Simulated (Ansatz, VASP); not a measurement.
# EuPt3: VASP beside Ansatz

File INCAR:

```
PREC = Accurate
ENCUT = 520
EDIFF = 1E-7
ISMEAR = 0
SIGMA = 0.05
LREAL = False
LASPH = True
NELM = 150
ALGO = Normal
ISIF = 2
LWAVE = False
LCHARG = False
ISPIN = 2
MAGMOM = 7.02 0 0 0
LORBIT = 11
LMAXMIX = 6
GGA = PS
NBANDS = 36
```

KPOINTS

```
regular mesh
0
Gamma
  8 8 8
```

The input POSCAR:

```
EuPt3
1.0
    0.0000000000      3.3088971058      3.3088971058
    3.3088971058      0.0000000000      3.3088971058
    3.3088971058      3.3088971058      0.0000000000
Eu Pt
1 3
Direct
    0.0000000000      0.0000000000      0.0000000000
    0.5000000000      0.5000000000      0.5000000000
    0.2500000000      0.2500000000      0.2500000000
    0.7500000000      0.7500000000      0.7500000000
```

Input for Ansatz:

```yaml
crystal:
  lattice:
    - [0.0, 3.3088971058, 3.3088971058]
    - [3.3088971058, 0.0, 3.3088971058]
    - [3.3088971058, 3.3088971058, 0.0]
  atoms:
    - { symbol: Eu, position: [0.0, 0.0, 0.0], spin: 7.02 }
    - { symbol: Pt, position: [0.5, 0.5, 0.5] }
    - { symbol: Pt, position: [0.25, 0.25, 0.25] }
    - { symbol: Pt, position: [0.75, 0.75, 0.75] }
basis:
  ecutwfc: 420
  ecutrho_ratio: 4
kpoints:
  mp_grid: { grid: [8, 8, 8] }
hamiltonian:
  xc: pbesol
scf:
  occupations: { method: gaussian, width: 0.05 }
output:
  forces: true
  stress: true
  eigenvalues: true
  populations: true
magnetization:
  spin_polarized: true
```

Alike in both runs: task single point; functional PBEsol; k mesh 8 × 8 × 8; occupations gaussian, width 0.05 eV; collinear spin.

|  | VASP | Ansatz |
| --- | --- | --- |
| version | VASP 6.6.1 | Ansatz 0.2.0 |
| potentials or method | VASP PAW PBE potentials, release 64 (Eu, Pt), cutoff 520 eV | scalar-relativistic, plane waves, PAW |
| valence electrons in the cell | 47 | 71 |

```csv
,VASP,Ansatz,Ansatz less VASP
gap on the k mesh at the Fermi level (eV),none,none,-
pressure (GPa),-3.0,-3.0,+0.03
net moment per atom (μB),1.64,1.64,+0.002
size of the moment on the site where the two differ most (μB),6.30,6.39,+0.087
```

VASP's potentials were made for PBE, not for PBEsol. Site moments also hang on the region over which each program counts them. A gap of «none» marks a metal or a gap that the smearing closes. VASP's potentials hold 47 valence electrons a cell and Ansatz's 71, so a difference there can come from the potentials and not from the codes. Ansatz's warnings: given moment on shells.

Spin-orbit coupling is off throughout.
